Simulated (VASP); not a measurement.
# ZrN (I4/mmm) in VASP: relaxation of the atoms with PBE

Aim: the relaxation of the atoms of ZrN with PBE.

Everything below comes from runs of VASP 6.6.1. Logs are shortened: lines on timing, memory, paths and dates and some standing lists are left out, and cuts for length are marked.

### Step 1. The cell of the first run

It takes space group I4/mmm (No. 139, tetragonal). Conventional cell: a = 3.230 Å, b = 3.230 Å, c = 4.706 Å, α = 90.00°, β = 90.00°, γ = 90.00°. Within 3.0 Å of Zr (site symmetry 4/mmm) lie 6 N at 2.28 to 2.35 Å. Within 3.0 Å of N (site symmetry 4/mmm) lie 6 Zr at 2.28 to 2.35 Å.

### Step 2. Relaxation of the atoms, PBE (z stretched by +3 %)

The input, INCAR:

```
SYSTEM = ZrN
ALGO = Normal
EDIFF = 1E-7
EDIFFG = -0.02
ENCUT = 520
GGA = PE
GGA_COMPAT = .FALSE.
IBRION = 2
ISIF = 2
ISMEAR = -1
LASPH = .TRUE.
LCHARG = .FALSE.
LREAL = .FALSE.
LWAVE = .FALSE.
NELM = 120
NELMIN = 4
NSW = 80
PREC = Accurate
SIGMA = 0.05
```

The input, KPOINTS:

```
k-points
0
G
  18 18 18
  0 0 0
```

The input, POSCAR:

```
ZrN
1.0
    0.0000000000      2.2842350000      2.3527620500
    2.2842350000      0.0000000000      2.3527620500
    2.2842350000      2.2842350000      0.0000000000
Zr N
1 1
Direct
    0.0000000000      0.0000000000      0.0000000000
    0.5000000000      0.5000000000      0.5000000000
```

Potentials or basis: VASP PAW PBE potentials, release 64 (Zr_sv, N).

Launch:

```bash
> cat potpaw_PBE.64/Zr_sv/POTCAR potpaw_PBE.64/N/POTCAR > POTCAR
> mpirun -np 1 vasp_std > vasp.out
```

OUTCAR:

```text
SYSTEM = ZrN
   EDIFF = 1E-7
   EDIFFG = -0.02
   ENCUT = 520
   GGA = PE
   IBRION = 2
   ISIF = 2
   ISMEAR = -1
   LASPH = .TRUE.
   LREAL = .FALSE.
   NELM = 120
   NELMIN = 4
   NSW = 80
   PREC = Accurate

 ion  position               nearest neighbor table
   1  0.000  0.000  0.000-   2 2.28   2 2.28   2 2.28   2 2.28   2 2.35   2 2.35
   2  0.500  0.500  0.500-   1 2.28   1 2.28   1 2.28   1 2.28   1 2.35   1 2.35

  LATTYP: Found a body centered tetragonal cell.
 ALAT       =     3.2303961166
 C/A-ratio  =     1.4566399692

  Lattice vectors:

 A1 = (  -2.2842350000,   0.0000000000,   2.3527620500)
 A2 = (   2.2842350000,   0.0000000000,   2.3527620500)
 A3 = (   0.0000000000,   2.2842350000,  -2.3527620500)

Analysis of symmetry for initial positions (statically):
=====================================================================
 Subroutine PRICEL returns:
 Original cell was already a primitive cell.

 Routine SETGRP: Setting up the symmetry group for a
 body centered tetragonal supercell.

 Subroutine GETGRP returns: Found 16 space group operations
 (whereof 16 operations were pure point group operations)
 out of a pool of 16 trial point group operations.

The static configuration has the point symmetry D_4h.

Analysis of symmetry for dynamics (positions and initial velocities):
=====================================================================
 Subroutine PRICEL returns:
 Original cell was already a primitive cell.

 Routine SETGRP: Setting up the symmetry group for a
 body centered tetragonal supercell.

 Subroutine GETGRP returns: Found 16 space group operations
 (whereof 16 operations were pure point group operations)
 out of a pool of 16 trial point group operations.

The dynamic configuration has the point symmetry D_4h.

 Subroutine INISYM returns: Found 16 space group operations
 (whereof 16 operations are pure point group operations),
 and found     1 'primitive' translations

----------------------------------------------------------------------------------------

                                     Primitive cell

  volume of cell :      24.5522

  direct lattice vectors                    reciprocal lattice vectors
     0.000000000  2.284235000  2.352762050    -0.218891664  0.218891664  0.212516179
     2.284235000  0.000000000  2.352762050     0.218891664 -0.218891664  0.212516179
     2.284235000  2.284235000  0.000000000     0.218891664  0.218891664 -0.212516179

  length of vectors
     3.279210088  3.279210088  3.230396117     0.375486681  0.375486681  0.375486681

  position of ions in fractional coordinates (direct lattice)
     0.000000000  0.000000000  0.000000000
     0.500000000  0.500000000  0.500000000

  ion indices of the primitive-cell ions
   primitive index   ion index
                 1           1
                 2           2

----------------------------------------------------------------------------------------

 KPOINTS: k-points

Automatic generation of k-mesh.
 Grid dimensions read from file:
 generate k-points for:   18   18   18

 Generating k-lattice:

  Cartesian coordinates                     Fractional coordinates (reciprocal lattice)
    -0.012160648  0.012160648  0.011806454     0.055555556  0.000000000  0.000000000
     0.012160648 -0.012160648  0.011806454     0.000000000  0.055555556  0.000000000
     0.012160648  0.012160648 -0.011806454     0.000000000  0.000000000  0.055555556

  Length of vectors
     0.020860371  0.020860371  0.020860371

  Shift w.r.t. Gamma in fractional coordinates (k-lattice)
     0.000000000  0.000000000  0.000000000

 Subroutine IBZKPT returns following result:
 ===========================================

 Found    480 irreducible k-points:

 Following reciprocal coordinates:
            Coordinates               Weight
  0.000000  0.000000  0.000000      1.000000
  0.055556 -0.000000  0.000000      8.000000
  0.111111 -0.000000  0.000000      8.000000
  0.166667 -0.000000  0.000000      8.000000
  0.222222 -0.000000  0.000000      8.000000
  0.277778 -0.000000  0.000000      8.000000
[... 16 lines left out ...]
 -0.277778  0.055556  0.000000      8.000000
 -0.222222  0.055556  0.000000      8.000000
 [... further k-points ...]
   k-points           NKPTS =    480   k-points in BZ     NKDIM =    480   number of bands    NBANDS=     12
   number of dos      NEDOS =    301   number of ions     NIONS =      2
   total plane-waves  NPLWV =  13824
   dimension x,y,z NGX =    24 NGY =   24 NGZ =   24
   dimension x,y,z NGXF=    48 NGYF=   48 NGZF=   48
   ions per type =               1   1
   NGX,Y,Z   is equivalent  to a cutoff of  12.17, 12.17, 12.35 a.u.
   NGXF,Y,Z  is equivalent  to a cutoff of  24.33, 24.33, 24.70 a.u.
 SYSTEM =  ZrN
   PREC   = accura    normal or accurate (medium, high low for compatibility)
   ISTART =      0    job   : 0-new  1-cont  2-samecut
   ICHARG =      2    charge: 1-file 2-atom 10-const
   ISPIN  =      1    spin polarized calculation?
   LNONCOLLINEAR =      F non collinear calculations
   LSORBIT =      F    spin-orbit coupling
   LASPH  =      T    aspherical Exc in radial PAW
   ENCUT  =  520.0 eV  38.22 Ry    6.18 a.u.   6.10  6.10  6.01*2*pi/ulx,y,z
   NELM   =    120;   NELMIN=  4; NELMDL= -5     # of ELM steps
   EDIFF  = 0.1E-06   stopping-criterion for ELM
   LREAL  =      F    real-space projection
   EDIFFG = -.2E-01   stopping-criterion for IOM
   NSW    =     80    number of steps for IOM
   IBRION =      2    ionic relax: 0-MD 1-quasi-New 2-CG
   NFREE  =      1    steps in history (QN), initial steepest desc. (CG)
   ISIF   =      2    stress and relaxation
   ISYM   =      2    0-nonsym 1-usesym 2-fastsym
   POTIM  = 0.5000    time-step for ionic-motion
   TEBEG  =    0.0;   TEEND  =   0.0 temperature during run
   PSTRESS=    0.0 pullay stress
   NELECT =      17.0000    total number of electrons
   NUPDOWN=      -1.0000    fix difference up-down
   EMIN   =  10.00;   EMAX   =-10.00  energy-range for DOS
   EFERMI =   0.00;   METHOD = LEGACY
   ISMEAR =    -1;   SIGMA  =   0.05  broadening in eV -4-tet -1-fermi 0-gaus
   EFERMI_NEDOS =   21; number of points for ismear=-14 and -15
   IALGO  =     38    algorithm
   IMIX   =      4    mixing-type and parameters
     AMIX     =   0.40;   BMIX     =  1.00
     AMIX_MAG =   1.60;   BMIX_MAG =  1.00
  volume/ion in A,a.u.               =      12.28        82.84
  Fermi-wavevector in a.u.,A,eV,Ry     =   1.448309  2.736907 28.539573  2.097599
  Thomas-Fermi vector in A             =   2.566165
   LORBIT       =      0    0 simple, 1 ext, 2 COOP (PROOUT), +10 PAW based schemes
   GGA     = PE    functional components
   LHFCALC =     F    Hartree Fock is set to
   AEXX    =    0.0000 exact exchange contribution
   IVDW    =     0    specifies the selected vdW correction
   LEPSILON=     F    determine dielectric tensor
   LRPA    =     F    only Hartree local field effects (RPA)
 conjugate gradient relaxation of ions
 non-spin polarized calculation
  energy-cutoff  :      520.00
  volume of cell :       24.55
 maximum number of plane-waves:       674
   NGX = 13   NGY = 13   NGZ = 13

 number of electron      16.9999998 magnetization

 Free energy of the ion-electron system (eV)
  ---------------------------------------------------
  ext. energy  EPLUGINS =         0.00000000
  ---------------------------------------------------
  free energy    TOTEN  =       -20.35328229 eV

  energy without entropy =      -20.34752712  energy(sigma->0) =      -20.35040470

 E-fermi :  11.7334     XC(G=0): -12.4040

 val. band max:       11.7223560757   @ k =   0.1111  -0.0000   0.0000
 cond. band min:      11.7434391596   @ k =  -0.1111   0.0556   0.0000
 fundamental gap:      0.0210830839
 Fermi energy:        11.7333772992

 k-point     1 :       0.0000    0.0000    0.0000
  band No.  band energies     occupation
      1     -37.9108      2.00000
      2     -15.5687      2.00000
      3     -15.5422      2.00000
      4     -15.5422      2.00000
      5      -4.4657      2.00000
      6       9.0129      2.00000
      7       9.1400      2.00000
      8       9.1400      2.00000
      9      11.1441      1.99998
     10      11.4400      1.99436
     11      11.4400      1.99436
     12      12.9361      0.00000

 k-point     2 :       0.0556   -0.0000    0.0000
  band No.  band energies     occupation
      1     -37.9069      2.00000
      2     -15.5918      2.00000
      3     -15.5590      2.00000
      4     -15.5442      2.00000
      5      -4.4050      2.00000
      6       8.7802      2.00000
      7       8.9085      2.00000
      8       8.9560      2.00000
      9      11.2585      1.99985
     10      11.5274      1.96802
     11      11.5279      1.96772
     12      13.1612      0.00000

 k-point     3 :       0.1111   -0.0000    0.0000
  band No.  band energies     occupation
      1     -37.8957      2.00000
      2     -15.6913      2.00000
      3     -15.5729      2.00000
      4     -15.5501      2.00000
      5      -4.2304      2.00000
      6       8.1539      2.00000
      7       8.4410      2.00000
      8       8.5149      2.00000
      9      11.5259      1.96896
     10      11.7224      1.10977
     11      11.7606      0.73423
     12      13.7525      0.00000

 k-point     4 :       0.1667   -0.0000    0.0000
  band No.  band energies     occupation
      1     -37.8786      2.00000
      2     -15.8450      2.00000
      3     -15.5886      2.00000
      4     -15.5590      2.00000
      5      -3.9622      2.00000
      6       7.3637      2.00000
      7       7.9142      2.00000
      8       7.9849      2.00000
      9      11.8391      0.21549
     10      12.0256      0.00577
     11      12.1087      0.00110
     12      14.5537      0.00000

 k-point     5 :       0.2222   -0.0000    0.0000
  band No.  band energies     occupation
      1     -37.8574      2.00000
      2     -16.0275      2.00000
      3     -15.6071      2.00000
      4     -15.5699      2.00000
      5      -3.6302      2.00000
      6       6.5525      2.00000
      7       7.4063      2.00000
      8       7.4654      2.00000
      9      12.1578      0.00041
     10      12.4934      0.00000
     11      12.5550      0.00000
     12      15.4422      0.00000
[... 228 lines left out ...]
      1     -37.7892      2.00000
      2     -16.5490      2.00000
      3     -15.6932      2.00000
      4     -15.5980      2.00000
      5      -2.5456      2.00000
      6       4.5133      2.00000
      7       6.2351      2.00000
      8       6.3488      2.00000
      9      13.7166      0.00000
     10      14.1124      0.00000
     11      14.7743      0.00000
     12      16.8339      0.00000

 k-point    22 :      -0.3333    0.0556    0.0000
  band No.  band energies     occupation
      1     -37.8045      2.00000
      2     -16.4349      2.00000
      3     -15.6837      2.00000
      4     -15.5852      2.00000
      5      -2.7946      2.00000
      6       4.9389      2.00000
      7       6.4238      2.00000
      8       6.6061      2.00000
      9      13.1168      0.00000
     10      13.5903      0.00000
     11      14.3788      0.00000
     12      16.5317      0.00000

 k-point    23 :      -0.2778    0.0556    0.0000
  band No.  band energies     occupation
      1     -37.8244      2.00000
      2     -16.2808      2.00000
      3     -15.6683      2.00000
      4     -15.5718      2.00000
      5      -3.1133      2.00000
      6       5.5168      2.00000
      7       6.7175      2.00000
      8       6.9587      2.00000
      9      12.6065      0.00000
     10      13.0366      0.00000
     11      13.8069      0.00000
     12      15.8095      0.00000

 k-point    24 :      -0.2222    0.0556    0.0000
  band No.  band energies     occupation
      1     -37.8465      2.00000
      2     -16.1028      2.00000
      3     -15.6487      2.00000
      4     -15.5593      2.00000
      5      -3.4608      2.00000
      6       6.2047      2.00000
      7       7.1068      2.00000
      8       7.3929      2.00000
      9      12.2160      0.00013
     10      12.5186      0.00000
     11      13.1917      0.00000
     12      14.9570      0.00000

 [... further k-points ...]

------------------------ aborting loop because EDIFF is reached ----------------------------------------

  FORCE on cell =-STRESS in cart. coord.  units (eV):
  Direction    XX          YY          ZZ          XY          YZ          ZX
  --------------------------------------------------------------------------------------
  -------------------------------------------------------------------------------------
  Total        0.2092989      0.2092989     -1.4724081      0.0000000      0.0000000      0.0000000
  in kB       13.6580241     13.6580241    -96.0835894      0.0000000      0.0000000      0.0000000
  external PRESSURE =     -22.9225137 kB  Pullay stress =       0.0000000 kB

 VOLUME and BASIS-vectors are now :
 -----------------------------------------------------------------------------
  energy-cutoff  :      520.00
  volume of cell :       24.55
      direct lattice vectors                 reciprocal lattice vectors
     0.000000000  2.284235000  2.352762050    -0.218891664  0.218891664  0.212516179
     2.284235000  0.000000000  2.352762050     0.218891664 -0.218891664  0.212516179
     2.284235000  2.284235000  0.000000000     0.218891664  0.218891664 -0.212516179

 POSITION                                       TOTAL-FORCE (eV/Angst)
 -----------------------------------------------------------------------------------
      0.00000      0.00000      0.00000        -0.000000     -0.000000     -0.000000
      2.28423      2.28423      2.35276         0.000000      0.000000      0.000000
 -----------------------------------------------------------------------------------
    total drift:                                0.000000     -0.000000     -0.000000

  FREE ENERGIE OF THE ION-ELECTRON SYSTEM (eV)
  ---------------------------------------------------
  free  energy   TOTEN  =       -20.3532822859 eV

  energy  without entropy=      -20.3475271210  energy(sigma->0) =      -20.35040470

 reached required accuracy - stopping structural energy minimisation
```

Run time: 2.1 min. Hardware: 1 thread of Oxide Virtual Turin-like, shared host; peak memory 0.24 GiB.

Results:

```
Free energy             : -20.3533 eV
Pressure after relaxing : -2.3 GPa
Band gap on the k mesh  : zero (an odd number of electrons rules out a gap without spin polarisation)
```

Stress tensor (GPa, compression positive):
```
 1.37  0.00  0.00
 0.00  1.37  0.00
 0.00  0.00 -9.61
```

Final structure:
```
CELL_PARAMETERS angstrom
0.00000 2.28423 2.35276
2.28423 0.00000 2.35276
2.28423 2.28423 0.00000
ATOMIC_POSITIONS crystal
Zr 0.00000 0.00000 0.00000
N 0.50000 0.50000 0.50000
```

Caveat: the cell differs from its parent crystal (z stretched by +3 %).

The gap in the log of VASP goes by the Fermi energy; the results here count the filled bands.